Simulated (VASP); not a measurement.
W3N4, 7 atoms in the cell. Symmetry: Pm-3m, No. 221, cubic system. The conventional cell has a = 4.217 Å, b = 4.217 Å, c = 4.217 Å, α = 90.00°, β = 90.00°, γ = 90.00°. W (site symmetry 4/mmm) has 6 N at 2.11 Å within 2.8 Å. N (site symmetry m-3m) has 6 W at 2.11 Å within 2.8 Å. Within 2.8 Å of N (site symmetry 4/mmm) lie 4 W at 2.11 Å. 

- Program: VASP 6.6.1
- Task: relaxation of cell and atoms
- Functional: LDA
- Potentials or basis: VASP PAW LDA potentials, release 64 (W_sv, N)
- Cutoff: 600 eV
- k mesh: 8 × 8 × 8
- Occupations: fermi-dirac, width 0.15 eV
- Spin: no spin polarisation
- Dipole correction: no
- Further INCAR settings: ALGO = Normal; EDIFF = 1e-06; IBRION = 2; EDIFFG = -0.001; NSW = 80; ISIF = 3

Potentials or basis: VASP PAW LDA potentials, release 64 (W_sv, N).

Run with:

```console
$ cat potpaw_LDA.64/W_sv/POTCAR potpaw_LDA.64/N/POTCAR > POTCAR
$ mpirun -np 1 vasp_std > vasp.out
```

Hardware: 1 thread of Intel(R) Xeon(R) Platinum 8375C CPU @ 2.90GHz (Ice Lake) (shared host).

Question: Estimate the wall time of this run.

Answer: It took 12 min on 1 thread of Intel(R) Xeon(R) Platinum 8375C CPU @ 2.90GHz (Ice Lake), on a shared host, peak memory 0.25 GiB. Counts: scf iterations 77, k points 35, ion steps 16.
